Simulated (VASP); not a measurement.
Y3TaF2, 6 atoms in the cell. It takes space group P-62m (No. 189, hexagonal). Conventional cell: a = 7.210 Å, b = 7.210 Å, c = 3.554 Å, α = 90.00°, β = 90.00°, γ = 120.00°. Within 3.2 Å of Y (site symmetry m2m) lie 2 F at 2.31 Å and 2 Ta at 3.16 Å. Ta (site symmetry -62m) has 6 Y at 3.16 Å and 2 Ta at 3.55 Å within 4.2 Å. Within 3.1 Å of F (site symmetry -6) lie 3 Y at 2.31 Å. 

| Quantity | Value |
| --- | --- |
| Program | VASP 6.6.1 |
| Task | relaxation of shape and atoms at fixed volume |
| Functional | PBE |
| Potentials or basis | VASP PAW PBE potentials, release 64 (Y_sv, Ta_pv, F) |
| Cutoff | 600 eV |
| k mesh | 6 × 6 × 10 |
| Occupations | gaussian, width 0.1 eV |
| Spin | no spin polarisation |
| Dipole correction | no |
| Further INCAR settings | ALGO = Normal; EDIFF = 1e-07; IBRION = 2; EDIFFG = -0.01; NSW = 50; ISIF = 4 |

Potentials or basis: VASP PAW PBE potentials, release 64 (Y_sv, Ta_pv, F).

Launch:

```sh
$ cat potpaw_PBE.64/Y_sv/POTCAR potpaw_PBE.64/Ta_pv/POTCAR potpaw_PBE.64/F/POTCAR > POTCAR
$ mpirun -np 1 vasp_std > vasp.out
```

Hardware: 1 thread of Intel(R) Xeon(R) 6975P-C (Granite Rapids) (shared host).

Task: How long does it take, and how much memory?

Result: Wall time 7.7 min on 1 thread of Intel(R) Xeon(R) 6975P-C (Granite Rapids), on a shared host, peak memory 0.52 GiB. Counts: scf iterations 48, k points 42, ion steps 5.
